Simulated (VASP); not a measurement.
# Zn in VASP: single point with PBE

Aim: the single point of Zn with PBE.

All numbers are computed with VASP 6.6.1; they aren't measurements. Logs are shortened: lines on timing, memory, paths and dates and some standing lists are left out, and cuts for length are marked.

### 1 The cell of the first run

The cell holds a sublattice, 1 atom: a = 3.147 Å, b = 3.147 Å, c = 3.147 Å, α = 90.00°, β = 90.00°, γ = 90.00°.

### 2 Single point, PBE

Contents of INCAR:

```
PREC     = Accurate       # precision mode
ENCUT    = 520            # plane-wave cutoff, eV
EDIFF    = 1E-7           # SCF threshold, eV
ISMEAR   = 0              # smearing method
SIGMA    = 0.1            # smearing width, eV
LREAL    = False          # projectors in reciprocal space
LASPH    = True           # aspherical terms in the spheres
NELM     = 80             # most SCF steps
ALGO     = Normal         # electronic algorithm
ISIF     = 2              # what is computed and relaxed
LWAVE    = False          # write WAVECAR
LCHARG   = False          # write CHGCAR
GGA      = PE             # functional
NBANDS   = 12             # bands
```

Contents of KPOINTS:

```
Automatic mesh
0
Gamma
  10 10 10
```

Contents of POSCAR:

```
Zn
1.0
    3.1470000000      0.0000000000      0.0000000000
    0.0000000000      3.1470000000      0.0000000000
    0.0000000000      0.0000000000      3.1470000000
Zn
1
Direct
    0.5000000000      0.5000000000      0.5000000000
```

Potentials or basis: VASP PAW PBE potentials, release 64 (Zn).

Started as:

```
> cat potpaw_PBE.64/Zn/POTCAR > POTCAR
> mpirun -np 1 vasp_std > vasp.out
```

OUTCAR:

```text
PREC = Accurate
   ENCUT = 520
   EDIFF = 1E-7
   ISMEAR = 0
   LREAL = False
   LASPH = True
   NELM = 80
   ISIF = 2
   GGA = PE

 ion  position               nearest neighbor table
   1  0.500  0.500  0.500-

  LATTYP: Found a simple cubic cell.
 ALAT       =     3.1470000000

  Lattice vectors:

 A1 = (   3.1470000000,   0.0000000000,   0.0000000000)
 A2 = (   0.0000000000,   3.1470000000,   0.0000000000)
 A3 = (   0.0000000000,   0.0000000000,   3.1470000000)

Analysis of symmetry for initial positions (statically):
=====================================================================
 Subroutine PRICEL returns:
 Original cell was already a primitive cell.

 Routine SETGRP: Setting up the symmetry group for a
 simple cubic supercell.

 Subroutine GETGRP returns: Found 48 space group operations
 (whereof 48 operations were pure point group operations)
 out of a pool of 48 trial point group operations.

The static configuration has the point symmetry O_h .

Analysis of symmetry for dynamics (positions and initial velocities):
=====================================================================
 Subroutine PRICEL returns:
 Original cell was already a primitive cell.

 Routine SETGRP: Setting up the symmetry group for a
 simple cubic supercell.

 Subroutine GETGRP returns: Found 48 space group operations
 (whereof 48 operations were pure point group operations)
 out of a pool of 48 trial point group operations.

The dynamic configuration has the point symmetry O_h .

 Subroutine INISYM returns: Found 48 space group operations
 (whereof 48 operations are pure point group operations),
 and found     1 'primitive' translations

----------------------------------------------------------------------------------------

                                     Primitive cell

  volume of cell :      31.1667

  direct lattice vectors                    reciprocal lattice vectors
     3.147000000  0.000000000  0.000000000     0.317762949  0.000000000  0.000000000
     0.000000000  3.147000000  0.000000000     0.000000000  0.317762949  0.000000000
     0.000000000  0.000000000  3.147000000     0.000000000  0.000000000  0.317762949

  length of vectors
     3.147000000  3.147000000  3.147000000     0.317762949  0.317762949  0.317762949

  position of ions in fractional coordinates (direct lattice)
     0.500000000  0.500000000  0.500000000

  ion indices of the primitive-cell ions
   primitive index   ion index
[... 75 lines left out ...]
   EDIFFG = 0.1E-05   stopping-criterion for IOM
   NSW    =      0    number of steps for IOM
   IBRION =     -1    ionic relax: 0-MD 1-quasi-New 2-CG
   NFREE  =      0    steps in history (QN), initial steepest desc. (CG)
   ISIF   =      2    stress and relaxation
   ISYM   =      2    0-nonsym 1-usesym 2-fastsym
   POTIM  = 0.5000    time-step for ionic-motion
   TEBEG  =    0.0;   TEEND  =   0.0 temperature during run
   PSTRESS=    0.0 pullay stress
   NELECT =      12.0000    total number of electrons
   NUPDOWN=      -1.0000    fix difference up-down
   EMIN   =  10.00;   EMAX   =-10.00  energy-range for DOS
   EFERMI =   0.00;   METHOD = LEGACY
   ISMEAR =     0;   SIGMA  =   0.10  broadening in eV -4-tet -1-fermi 0-gaus
   EFERMI_NEDOS =   21; number of points for ismear=-14 and -15
   IALGO  =     38    algorithm
   IMIX   =      4    mixing-type and parameters
     AMIX     =   0.40;   BMIX     =  1.00
     AMIX_MAG =   1.60;   BMIX_MAG =  1.00
  volume/ion in A,a.u.               =      31.17       210.32
  Fermi-wavevector in a.u.,A,eV,Ry     =   1.190982  2.250629 19.299020  1.418438
  Thomas-Fermi vector in A             =   2.327054
   LORBIT       =      0    0 simple, 1 ext, 2 COOP (PROOUT), +10 PAW based schemes
   GGA     = PE    functional components
   LHFCALC =     F    Hartree Fock is set to
   AEXX    =    0.0000 exact exchange contribution
   IVDW    =     0    specifies the selected vdW correction
   LEPSILON=     F    determine dielectric tensor
   LRPA    =     F    only Hartree local field effects (RPA)
 non-spin polarized calculation
 Gauss-broadening in eV      SIGMA  =   0.10
  energy-cutoff  :      520.00
  volume of cell :       31.17
 maximum number of plane-waves:       862
 NGX is ok and might be reduce to    24
   NGX = 11   NGY = 11   NGZ = 11

 number of electron      11.9999997 magnetization

 Free energy of the ion-electron system (eV)
  ---------------------------------------------------
  ext. energy  EPLUGINS =         0.00000000
  ---------------------------------------------------
  free energy    TOTEN  =        -0.47608592 eV

  energy without entropy =       -0.47501043  energy(sigma->0) =       -0.47554817

 E-fermi :  -0.4547     XC(G=0):  -8.1374

 val. band max:       -0.4888022036   @ k =   0.4000   0.0000   0.0000
 cond. band min:      -0.3864414338   @ k =   0.5000   0.5000   0.1000
 fundamental gap:      0.1023607698
 Fermi energy:        -0.4546836348

 k-point     1 :       0.0000    0.0000    0.0000
  band No.  band energies     occupation
      1      -7.4152      2.00000
      2      -7.4152      2.00000
      3      -7.0194      2.00000
      4      -7.0194      2.00000
      5      -7.0194      2.00000
      6      -6.6432      2.00000
      7       7.9420      0.00000
      8       7.9420      0.00000
      9       7.9420      0.00000
     10      10.7013      0.00000
     11      10.7013      0.00000
     12      11.2451      0.00000
[... 331 lines left out ...]
 k-point    24 :       0.3000    0.1000    0.1000
  band No.  band energies     occupation
      1      -7.3540      2.00000
      2      -7.2545      2.00000
      3      -7.1175      2.00000
      4      -7.1064      2.00000
      5      -7.0346      2.00000
      6      -4.9826      2.00000
      7       1.7210      0.00000
      8       7.4564      0.00000
      9       7.7143      0.00000
     10      13.3184      0.00000
     11      13.8914      0.00000
     12      15.0316      0.00000

 [... further k-points ...]
[... 5 lines left out ...]
  --------------------------------------------------------------------------------------
  -------------------------------------------------------------------------------------
  Total       -0.9412482     -0.9412482     -0.9412482      0.0000000     -0.0000000      0.0000000
  in kB      -48.3865347    -48.3865347    -48.3865347      0.0000000     -0.0000000      0.0000000
  external PRESSURE =     -48.3865347 kB  Pullay stress =       0.0000000 kB

 VOLUME and BASIS-vectors are now :
 -----------------------------------------------------------------------------
  energy-cutoff  :      520.00
  volume of cell :       31.17
      direct lattice vectors                 reciprocal lattice vectors
     3.147000000  0.000000000  0.000000000     0.317762949  0.000000000  0.000000000
     0.000000000  3.147000000  0.000000000     0.000000000  0.317762949  0.000000000
     0.000000000  0.000000000  3.147000000     0.000000000  0.000000000  0.317762949

 POSITION                                       TOTAL-FORCE (eV/Angst)
 -----------------------------------------------------------------------------------
      1.57350      1.57350      1.57350         0.000000      0.000000      0.000000
 -----------------------------------------------------------------------------------
    total drift:                                0.000000      0.000000     -0.000000

  FREE ENERGIE OF THE ION-ELECTRON SYSTEM (eV)
  ---------------------------------------------------
  free  energy   TOTEN  =        -0.4760859154 eV

  energy  without entropy=       -0.4750104304  energy(sigma->0) =       -0.47554817
```

stdout:

```text
POSCAR found type information on POSCAR Zn
 POSCAR found :  1 types and       1 ions
 scaLAPACK will be used
 LDA part: xc-table for (Slater+PW92), standard interpolation
 POSCAR, INCAR and KPOINTS ok, starting setup
 FFT: planning ... GRIDC
 FFT: planning ... GRID_SOFT
 FFT: planning ... GRID
 WAVECAR not read
 entering main loop
```

Run time: 22 s. Hardware: 1 thread of AMD EPYC 7R13, shared host; peak memory 0.12 GiB.

What came out:

```
Free energy            : -0.4761 eV
Pressure               : -4.8 GPa
Band gap on the k mesh : zero (bands 6 and 7 overlap by 4.34 eV)
```

Levels at points of the mesh, in eV from the Fermi level:
```tsv
k point	band 3	band 4	band 5	band 6	band 7	band 8	band 9	band 10
(0.00, 0.00, 0.00)	-6.56	-6.56	-6.56	-6.19	8.40	8.40	8.40	11.16
(0.50, 0.00, 0.00)	-6.68	-6.68	-6.56	-3.06	-1.08	10.76	10.76	13.97
(0.50, 0.50, 0.00)	-6.66	-6.66	-6.46	-0.06	1.45	1.45	5.26	13.05
(0.50, 0.50, 0.50)	-6.84	-6.45	-6.45	3.25	3.83	3.83	3.83	8.29
```
